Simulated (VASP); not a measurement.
AlH4: single point with PBE

AlH4:

```
Al H
1.0
    -1.74205    1.74205    4.23254
     1.74205   -1.74205    4.23254
     1.74205    1.74205   -4.23254
Al H
1 4
Direct
  0.00000 0.00000 0.00000
  0.19678 0.19678 0.00000
  0.80322 0.80322 0.00000
  0.50000 0.00000 0.50000
  0.00000 0.50000 0.50000
```

| Item | Value |
| --- | --- |
| Program | VASP 6.6.1 |
| Task | single point |
| Functional | PBE |
| Potentials or basis | VASP PAW PBE potentials, release 64 (Al, H) |
| Cutoff | 520 eV |
| k mesh | 16 × 16 × 16 |
| Occupations | gaussian, width 0.1 eV |
| Spin | no spin polarisation |

| Item | Value |
| --- | --- |
| Pressure | -0.1 GPa |
| Largest force | 0.004 eV/Å |

Forces on the atoms (eV/Å):
```
Al   0.000  0.000  0.000
H    0.000  0.000  0.004
H    0.000  0.000 -0.004
H    0.000  0.000  0.000
H    0.000  0.000  0.000
```

Levels at points of the mesh, in eV from the Fermi level:
```
           k point  band 1  band 2  band 3  band 4  band 5  band 6  band 7  band 8
(0.00, 0.00, 0.00)   -7.64   -0.72   -0.50    0.07    6.60    6.60    7.93    9.78
(0.50, 0.00, 0.00)   -5.48   -3.73   -1.67    0.38    6.41    7.65    9.40   10.11
(0.50, 0.50, 0.00)   -3.07   -2.90   -2.90   -1.24    4.51    6.31    6.66    9.90
(0.50, 0.50, 0.50)   -6.98   -3.72    0.00    1.27    6.11    6.11   11.96   12.34
```

Run time: 3.3 min on 1 thread of Intel(R) Xeon(R) Platinum 8259CL CPU @ 2.50GHz (Skylake/Cascade Lake), with other jobs on the host, peak memory 0.33 GiB.
